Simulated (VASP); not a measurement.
Write the native input for VASP 6.6.1 that does the following.

| Quantity | Value |
| --- | --- |
| Task | single point |
| Functional | PBEsol |
| Potentials or basis | VASP PAW PBE potentials, release 64 (Ag) |
| Cutoff | 520 eV |
| k mesh | 22 × 22 × 22 |
| Occupations | gaussian, width 0.15 eV |
| Spin | no spin polarisation |
| Dipole correction | no |
| Further INCAR settings | ALGO = Fast; EDIFF = 1e-06; NBANDS = 12 |

The structure of Ag lies in POSCAR:

```
Ag
1.0
    0.0000000000      1.9226307106      2.3071568527
    1.9226307106      0.0000000000      2.3071568527
    1.9226307106      1.9226307106      0.0000000000
Ag
1
Direct
    0.0000000000      0.0000000000      0.0000000000
```

This cell differs from its parent crystal: ratio of the length along z to the lengths across it x 1.2, volume and fractional coordinates fixed.

These files were run (other wordings do the same):

INCAR

```
PREC = Accurate
ENCUT = 520
EDIFF = 1E-6
ISMEAR = 0
SIGMA = 0.15
LREAL = F
LASPH = T
NELM = 60
ALGO = Fast
ISIF = 2
LWAVE = F
LCHARG = F
GGA = PS
NBANDS = 12
```

KPOINTS

```
regular mesh
0
Gamma
  22 22 22
```

Potentials or basis: VASP PAW PBE potentials, release 64 (Ag).

Run with:

```console
$ cat potpaw_PBE.64/Ag/POTCAR > POTCAR
$ mpirun -np 1 vasp_std > vasp.out
```

It gave:

```yaml
Pressure: -0.9 GPa
Band_gap_on_the_k_mesh: zero (an odd number of electrons rules out a gap without spin polarisation)
```

Caveat: the PAW data sets were made with another functional, which shifts forces and pressure a little.

Wall time 2.5 min on 1 thread of Intel Xeon 8259CL (shared host), peak memory 0.27 GiB.
